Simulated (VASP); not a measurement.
# CoO in VASP: notebook, part 2 of 3

VASP 6.6.1. Earlier steps stand in the parts before.

**3. Single point, PBE, collinear spin, antiferromagnetic start (equal strain along all axes, cell held: -3.0 %, then relaxed in part)**

INCAR

```
PREC = Accurate
ENCUT = 520
EDIFF = 1E-6
ISMEAR = 0
SIGMA = 0.01
LREAL = False
LASPH = True
NELM = 150
ALGO = Normal
ISIF = 2
LWAVE = False
LCHARG = True
ISPIN = 2
MAGMOM = -2.32 2.32 0.17 -0.17
LORBIT = 11
LMAXMIX = 4
GGA = PE
LELF = True
LVHAR = True
NBANDS = 27
```

KPOINTS

```
Automatic mesh
0
Gamma
  12 12 8
```

POSCAR

```
CoO
1.0
    3.0723647679      0.0000000000      0.0000000000
   -1.5361823839      2.6607459387      0.0000000000
    0.0000000000      0.0000000000      5.1298470011
Co O
2 2
Direct
    0.0000000000      0.0000000000      0.0072909921
    0.3333333333      0.6666666667      0.5072366219
    0.0000000000      0.0000000000      0.3676932097
    0.3333333333      0.6666666667      0.8677801763
```

Potentials or basis: VASP PAW PBE potentials, release 64 (Co, O).

Command:

```
> cat potpaw_PBE.64/Co/POTCAR potpaw_PBE.64/O/POTCAR > POTCAR
> mpirun -np 1 vasp_std > vasp.out
```

It took 7.7 min on 1 thread of Oxide Virtual Turin-like, shared host; peak memory 0.3 GiB.

The run converged. Its results:

```
Free energy                                           : -26.6214 eV
Pressure                                              : 13.6 GPa
Largest force                                         : 0.014 eV/Å
Band gap on the k mesh                                : zero (filled and empty bands overlap)
Net moment                                            : 0.00 μB per cell
Site moments                                          : Co -2.12, +2.12; O +0.15, -0.15 μB
Valence electrons inside the program's atomic spheres : Co 8.20; O 5.03
```

Forces in eV/Å, atoms in the order of the input:
```
Co   0.000  0.000 -0.014
Co   0.000  0.000 -0.005
O    0.000  0.000  0.014
O    0.000  0.000  0.004
```

Stress tensor (GPa, compression positive):
```
12.19  0.00  0.00
 0.00 12.19  0.00
 0.00  0.00 16.44
```

Levels at points of the mesh, in eV from the Fermi level:
Spin up:
| k point | band 13 | band 14 | band 15 | band 16 | band 17 | band 18 |
| --- | --- | --- | --- | --- | --- | --- |
| (0.00, 0.00, 0.00) | -1.13 | 0.02 | 0.02 | 0.34 | 1.82 | 2.15 |
| (0.50, 0.00, 0.00) | -1.37 | -0.36 | -0.21 | -0.09 | 0.79 | 1.39 |
| (0.00, 0.00, 0.50) | -1.10 | 0.10 | 0.10 | 0.84 | 1.96 | 1.96 |
| (0.50, 0.00, 0.50) | -1.19 | -0.54 | -0.29 | 0.07 | 0.85 | 1.22 |
Spin down:
```csv
k point,band 11,band 12,band 13,band 14,band 15,band 16,band 17,band 18,band 19,band 20
"(0.00, 0.00, 0.00)",-1.85,-1.13,-1.13,0.02,0.02,0.34,1.81,2.15,2.15,6.09
"(0.50, 0.00, 0.00)",-1.92,-1.90,-1.37,-0.36,-0.21,-0.09,0.79,1.39,6.28,6.53
"(0.00, 0.00, 0.50)",-1.27,-1.09,-1.09,0.10,0.10,0.84,1.96,1.96,2.91,3.37
"(0.50, 0.00, 0.50)",-1.86,-1.63,-1.19,-0.54,-0.29,0.07,0.84,1.22,5.78,6.24
```

Caveat: the cell differs from its parent crystal (equal strain along all axes, cell held: -3.0 %, then relaxed in part); the cell stands under pressure; semilocal functionals often make such compounds metallic where correlation or magnetic order opens a gap, which also shifts bond lengths.

**4. Single point, PBE, collinear spin, antiferromagnetic start (equal strain along all axes, cell held: -2.0 %, then relaxed in part)**

INCAR

```
  ALGO = Fast
  EDIFF = 1E-7
  ENCUT = 520
  GGA = PE
  ISIF = 2
  ISMEAR = 0
  ISPIN = 2
  LASPH = T
  LCHARG = F
  LMAXMIX = 4
  LORBIT = 11
  LREAL = F
  LWAVE = F
  MAGMOM = -2.32 2.32 0.17 -0.17
  NBANDS = 27
  NELM = 150
  PREC = Accurate
  SIGMA = 0.01
```

KPOINTS

```
k-points
0
Gamma
  12 12 8
```

POSCAR

```
CoO
1.0
    3.1040386315      0.0000000000      0.0000000000
   -1.5520193157      2.6881763092      0.0000000000
    0.0000000000      0.0000000000      5.1827320217
Co O
2 2
Direct
    0.0000000000      0.0000000000      0.0074911675
    0.3333333333      0.6666666667      0.5074963317
    0.0000000000      0.0000000000      0.3675015213
    0.3333333333      0.6666666667      0.8675119795
```

Command:

```
> cat potpaw_PBE.64/Co/POTCAR potpaw_PBE.64/O/POTCAR > POTCAR
> mpirun -np 1 vasp_std > vasp.out
```

Run time: 8.8 min. Hardware: 1 thread of Oxide Virtual Turin-like, shared host; peak memory 0.29 GiB.

The run converged. Its results:

```yaml
Free_energy: -26.7142 eV
Pressure: 8.9 GPa
Largest_force: 0.007 eV/Å
Band_gap_on_the_k_mesh: zero (filled and empty bands overlap)
Net_moment: 0.00 μB per cell
Site_moments: Co -2.20, +2.20; O +0.16, -0.16 μB
Valence_electrons_inside_the_program's_atomic_spheres: Co 8.13; O 5.02
```

Forces on the atoms (eV/Å):
```
Co   0.000  0.000 -0.007
Co   0.000  0.000 -0.006
O    0.000  0.000  0.007
O    0.000  0.000  0.006
```

Stress tensor (GPa, compression positive):
```
 7.96  0.00  0.00
 0.00  7.96  0.00
 0.00  0.00 10.66
```

Levels at points of the mesh, in eV from the Fermi level:
Spin up:
```csv
k point,band 13,band 14,band 15,band 16,band 17,band 18
"(0.00, 0.00, 0.00)",-1.13,-0.05,-0.05,0.29,1.78,2.13
"(0.50, 0.00, 0.00)",-1.41,-0.35,-0.17,-0.03,0.79,1.41
"(0.00, 0.00, 0.50)",-1.09,0.03,0.03,0.84,1.96,1.96
"(0.50, 0.00, 0.50)",-1.23,-0.52,-0.29,0.14,0.87,1.25
```
Spin down:
```tsv
k point	band 13	band 14	band 15	band 16	band 17	band 18
(0.00, 0.00, 0.00)	-1.13	-0.05	-0.05	0.29	1.78	2.13
(0.50, 0.00, 0.00)	-1.41	-0.35	-0.17	-0.03	0.79	1.41
(0.00, 0.00, 0.50)	-1.09	0.03	0.03	0.84	1.96	1.96
(0.50, 0.00, 0.50)	-1.23	-0.52	-0.29	0.14	0.87	1.25
```

Caveat: the cell differs from its parent crystal (equal strain along all axes, cell held: -2.0 %, then relaxed in part); the cell stands under pressure; semilocal functionals often make such compounds metallic where correlation or magnetic order opens a gap, which also shifts bond lengths.

**5. Single point, PBE, collinear spin, antiferromagnetic start**

This run uses another cell than the first one, of 11.56 Å³/atom.

INCAR

```
PREC = Accurate
ENCUT = 520
EDIFF = 1E-6
ISMEAR = 0
SIGMA = 0.01
LREAL = False
LASPH = True
NELM = 150
ALGO = Normal
ISIF = 2
LWAVE = False
LCHARG = False
ISPIN = 2
MAGMOM = -2.34 2.34 0.18 -0.18
LORBIT = 11
LMAXMIX = 4
GGA = PE
NBANDS = 27
```

KPOINTS

```
regular mesh
0
Gamma
  12 12 8
```

POSCAR

```
CoO
1.0
    3.1305665493      0.0000000000      0.0000000000
   -1.5652832746      2.7111501599      0.0000000000
    0.0000000000      0.0000000000      5.4471571029
Co O
2 2
Direct
   -0.0000000029      0.0000000029      0.0105155280
    0.3333333352      0.6666666648      0.5105162567
    0.0000000039     -0.0000000039      0.3644850357
    0.3333333305      0.6666666695      0.8644841796
```

Potentials or basis: VASP PAW PBE potentials, release 64 (Co, O).

Command:

```
> cat potpaw_PBE.64/Co/POTCAR potpaw_PBE.64/O/POTCAR > POTCAR
> mpirun -np 1 vasp_std > vasp.out
```

OUTCAR:

```text
PREC = Accurate
   ENCUT = 520
   EDIFF = 1E-6
   ISMEAR = 0
   LREAL = False
   LASPH = True
   NELM = 150
   ISIF = 2
   ISPIN = 2
   LORBIT = 11
   GGA = PE

 ion  position               nearest neighbor table
   1  1.000  0.000  0.011-   3 1.93   4 1.97   4 1.97   4 1.97
   2  0.333  0.667  0.511-   4 1.93   3 1.97   3 1.97   3 1.97
   3  0.000  1.000  0.364-   1 1.93   2 1.97   2 1.97   2 1.97
   4  0.333  0.667  0.864-   2 1.93   1 1.97   1 1.97   1 1.97

  LATTYP: Found a hexagonal cell.
 ALAT       =     3.1305665493
 C/A-ratio  =     1.7399908346

  Lattice vectors:

 A1 = (   3.1305665493,   0.0000000000,   0.0000000000)
 A2 = (  -1.5652832746,   2.7111501599,   0.0000000000)
 A3 = (   0.0000000000,   0.0000000000,   5.4471571029)

Analysis of symmetry for initial positions (statically):
=====================================================================
 Subroutine PRICEL returns:
 Original cell was already a primitive cell.

 Routine SETGRP: Setting up the symmetry group for a
 hexagonal supercell.

 Subroutine GETGRP returns: Found 12 space group operations
 (whereof  6 operations were pure point group operations)
 out of a pool of 24 trial point group operations.

The static configuration has the point symmetry C_3v.
 The point group associated with its full space group is C_6v.

Analysis of symmetry for dynamics (positions and initial velocities):
=====================================================================
 Subroutine PRICEL returns:
 Original cell was already a primitive cell.

 Routine SETGRP: Setting up the symmetry group for a
 hexagonal supercell.

 Subroutine GETGRP returns: Found 12 space group operations
 (whereof  6 operations were pure point group operations)
 out of a pool of 24 trial point group operations.

[... 167 lines left out ...]
  free energy    TOTEN  =       -26.76244117 eV

  energy without entropy =      -26.76244117  energy(sigma->0) =      -26.76244117

 E-fermi :   6.0741     XC(G=0): -11.1297

 val. band max:        6.0199037505   @ k =   0.0000   0.0000   0.5000
 cond. band min:       6.1707821059   @ k =   0.5000   0.0000   0.0000
 fundamental gap:      0.1508783554
 Fermi energy:         6.0740857379

 spin component 1

 k-point     1 :       0.0000    0.0000    0.0000
  band No.  band energies     occupation
      1     -13.7757      1.00000
      2     -13.1245      1.00000
      3      -0.9772      1.00000
      4       0.0821      1.00000
      5       0.4130      1.00000
      6       0.4130      1.00000
[... 709 lines left out ...]
     26      20.7710      0.00000
     27      21.5142      0.00000

 [... further k-points ...]

 spin component 2

 k-point     1 :       0.0000    0.0000    0.0000
  band No.  band energies     occupation
      1     -13.7757      1.00000
      2     -13.1244      1.00000
      3      -0.9773      1.00000
      4       0.0821      1.00000
      5       0.4130      1.00000
      6       0.4130      1.00000
[... 709 lines left out ...]
     26      20.7888      0.00000
     27      21.5229      0.00000

 [... further k-points ...]

------------------------ aborting loop because EDIFF is reached ----------------------------------------

  FORCE on cell =-STRESS in cart. coord.  units (eV):
  Direction    XX          YY          ZZ          XY          YZ          ZX
  --------------------------------------------------------------------------------------
  -------------------------------------------------------------------------------------
  Total        0.0045475      0.0045475     -1.7338906      0.0000000      0.0000000      0.0000000
  in kB        0.1575944      0.1575944    -60.0877395      0.0000000      0.0000000      0.0000000
  external PRESSURE =     -19.9241836 kB  Pullay stress =       0.0000000 kB

 VOLUME and BASIS-vectors are now :
 -----------------------------------------------------------------------------
  energy-cutoff  :      520.00
  volume of cell :       46.23
      direct lattice vectors                 reciprocal lattice vectors
     3.130566549  0.000000000  0.000000000     0.319430999  0.184423573  0.000000000
    -1.565283275  2.711150160  0.000000000     0.000000000  0.368847146  0.000000000
     0.000000000  0.000000000  5.447157103     0.000000000  0.000000000  0.183582001

 POSITION                                       TOTAL-FORCE (eV/Angst)
 -----------------------------------------------------------------------------------
      3.13057      0.00000      0.05728         0.000000     -0.000000     -0.005866
      0.00000      1.80743      2.78086         0.000000     -0.000000     -0.005866
     -1.56528      2.71115      1.98541         0.000000      0.000000      0.005866
     -0.00000      1.80743      4.70898        -0.000000     -0.000000      0.005866
 -----------------------------------------------------------------------------------
    total drift:                               -0.000022      0.000012      0.000256

  FREE ENERGIE OF THE ION-ELECTRON SYSTEM (eV)
  ---------------------------------------------------
  free  energy   TOTEN  =       -26.7624411709 eV

  energy  without entropy=      -26.7624411709  energy(sigma->0) =      -26.76244117

 total charge

# of ion       s       p       d       tot
------------------------------------------
    1        0.342   0.425   7.213   7.980
    2        0.342   0.425   7.213   7.980
    3        1.553   3.433   0.000   4.986
    4        1.553   3.433   0.000   4.986
--------------------------------------------------
tot          3.790   7.716  14.426  25.933

 magnetization (x)

# of ion       s       p       d       tot
------------------------------------------
    1       -0.006  -0.039  -2.236  -2.281
    2        0.006   0.039   2.236   2.281
    3        0.011   0.154   0.000   0.166
    4       -0.011  -0.154   0.000  -0.166
--------------------------------------------------
tot          0.000   0.000   0.000   0.000
```

OSZICAR:

```text
N       E                     dE             d eps       ncg     rms          rms(c)
DAV:   1     0.252332934199E+03    0.25233E+03   -0.13275E+04 10340   0.128E+03
DAV:   2    -0.440023612696E+01   -0.25673E+03   -0.22927E+03 10530   0.312E+02
DAV:   3    -0.317425032247E+02   -0.27342E+02   -0.25942E+02 11364   0.116E+02
DAV:   4    -0.323599954410E+02   -0.61749E+00   -0.61509E+00 11567   0.180E+01
DAV:   5    -0.323796991083E+02   -0.19704E-01   -0.19701E-01 13850   0.302E+00    0.238E+01
DAV:   6    -0.320997212303E+02    0.27998E+00   -0.40404E+01 13703   0.990E+01    0.341E+01
DAV:   7    -0.265486411938E+02    0.55511E+01   -0.23849E+01 11710   0.922E+01    0.104E+01
DAV:   8    -0.268111800216E+02   -0.26254E+00   -0.26215E+00 12727   0.120E+01    0.596E+00
DAV:   9    -0.267280797479E+02    0.83100E-01   -0.47058E-01 14962   0.892E+00    0.183E+00
DAV:  10    -0.267699758906E+02   -0.41896E-01   -0.17147E-01 13697   0.454E+00    0.953E-01
DAV:  11    -0.267619906335E+02    0.79853E-02   -0.21387E-02 14102   0.165E+00    0.341E-01
DAV:  12    -0.267623313149E+02   -0.34068E-03   -0.53131E-03 13518   0.636E-01    0.114E-01
DAV:  13    -0.267624012498E+02   -0.69935E-04   -0.45012E-04 13220   0.212E-01    0.861E-02
DAV:  14    -0.267624060410E+02   -0.47912E-05   -0.54933E-05 12800   0.794E-02    0.383E-02
DAV:  15    -0.267624392737E+02   -0.33233E-04   -0.81214E-05 12038   0.815E-02    0.216E-02
DAV:  16    -0.267624396768E+02   -0.40311E-06   -0.10253E-05 10941   0.235E-02    0.826E-03
DAV:  17    -0.267624408706E+02   -0.11938E-05   -0.20467E-06  7968   0.147E-02    0.573E-03
DAV:  18    -0.267624411709E+02   -0.30029E-06   -0.86581E-07  5757   0.102E-02
   1 F= -.26762441E+02 E0= -.26762441E+02  d E =-.172006E-17  mag=     0.0000
```

stdout:

```text
POSCAR found type information on POSCAR CoO
 POSCAR found :  2 types and       4 ions
 scaLAPACK will be used
 LDA part: xc-table for (Slater+PW92), standard interpolation
 POSCAR, INCAR and KPOINTS ok, starting setup
 FFT: planning ... GRIDC
 FFT: planning ... GRID_SOFT
 FFT: planning ... GRID
 WAVECAR not read
 entering main loop
```

It took 5 min on 1 thread of Oxide Virtual Turin-like, shared host; peak memory 0.26 GiB.

What came out:

| Quantity | Value |
| --- | --- |
| Free energy | -26.7624 eV |
| Pressure | -2.0 GPa |
| Largest force | 0.006 eV/Å |
| Band gap on the k mesh | 0.15 eV (least direct gap 0.24 eV) |
| Net moment | 0.00 μB per cell |
| Site moments | Co -2.28, +2.28; O +0.17, -0.17 μB |
| Valence electrons inside the program's atomic spheres | Co 7.98; O 4.99 |

Forces on the atoms (eV/Å):
```
Co   0.000  0.000 -0.006
Co   0.000  0.000 -0.006
O    0.000  0.000  0.006
O    0.000  0.000  0.006
```

Stress tensor (GPa, compression positive):
```
 0.02  0.00  0.00
 0.00  0.02  0.00
 0.00  0.00 -6.01
```

Caveat: the stress differs along the axes, from -6 to 0 GPa; semilocal functionals underestimate gaps, and a narrow one can read as zero.

[end of part 2 of 3]
